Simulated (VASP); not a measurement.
Write the native input for VASP 6.6.1 that does the following.

```yaml
Task: single point
Functional: PBEsol
Potentials_or_basis: VASP PAW PBE potentials, release 64 (Sb)
Cutoff: 520 eV
k_mesh: 12 × 12 × 12
Occupations: fermi-dirac, width 0.05 eV
Spin: no spin polarisation
Dipole_correction: no
Further_INCAR_settings: ALGO = Normal; EDIFF = 1e-07; NBANDS = 8
```

The structure of Sb lies in POSCAR:

```
Sb
1.0
   -1.5365755512      1.5365755512      2.4851634177
    1.5365755512     -1.5365755512      2.4851634177
    1.5365755512      1.5365755512     -2.4851634177
Sb
1
Direct
    0.0000000000      0.0000000000      0.0000000000
```

One way to write it, as run:

INCAR

```
PREC = Accurate ; ENCUT = 520
EDIFF = 1E-7 ; ISMEAR = -1
SIGMA = 0.05 ; LREAL = F
LASPH = T ; NELM = 80
ALGO = Normal ; ISIF = 2
LWAVE = F ; LCHARG = F
GGA = PS ; NBANDS = 8
```

KPOINTS

```
regular mesh
0
Gamma
  12 12 12
```

Potentials or basis: VASP PAW PBE potentials, release 64 (Sb).

Run with:

```console
$ cat potpaw_PBE.64/Sb/POTCAR > POTCAR
$ mpirun -np 1 vasp_std > vasp.out
```

Results of the run:

| Quantity | Value |
| --- | --- |
| Pressure | 10.1 GPa |

Caveat: the PAW data sets were made with another functional, which shifts forces and pressure a little.

Wall time 31 s on 1 thread of Intel(R) Xeon(R) Platinum 8375C CPU @ 2.90GHz (Ice Lake), with other jobs on the host, peak memory 0.17 GiB.
